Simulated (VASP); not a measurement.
ZrS, 2 atoms in the cell. Symmetry: I4/mmm, No. 139, tetragonal system. Conventional cell: a = 4.167 Å, b = 4.167 Å, c = 4.167 Å, α = 90.00°, β = 90.00°, γ = 90.00°. Zr (site symmetry 4/mmm) has 2 S at 2.08 Å within 2.8 Å. S (site symmetry 4/mmm) has 2 Zr at 2.08 Å within 2.8 Å.  This cell differs from its parent crystal: ratio of the length along z to the lengths across it x 0.707, volume and fractional coordinates fixed.

```yaml
Program: VASP 6.6.1
Task: single point
Functional: PBEsol
Potentials_or_basis: VASP PAW PBE potentials, release 64 (Zr_sv, S)
Cutoff: 520 eV
k_mesh: 18 × 18 × 18
Occupations: gaussian, width 0.15 eV
Spin: no spin polarisation
Dipole_correction: no
Further_INCAR_settings: ALGO = Normal; EDIFF = 1e-07; NBANDS = 16
```

Potentials or basis: VASP PAW PBE potentials, release 64 (Zr_sv, S).

The run is started by

```sh
$ cat potpaw_PBE.64/Zr_sv/POTCAR potpaw_PBE.64/S/POTCAR > POTCAR
$ mpirun -np 1 vasp_std > vasp.out
```

Hardware: 1 thread of Intel(R) Xeon(R) Platinum 8259CL CPU @ 2.50GHz (Skylake/Cascade Lake), with other jobs on the host.

Q: Estimate the wall time of this run.

A: Run time: 4.1 min on 1 thread of Intel(R) Xeon(R) Platinum 8259CL CPU @ 2.50GHz (Skylake/Cascade Lake), with other jobs on the host, peak memory 0.38 GiB. Counts: scf iterations 14, k points 480.
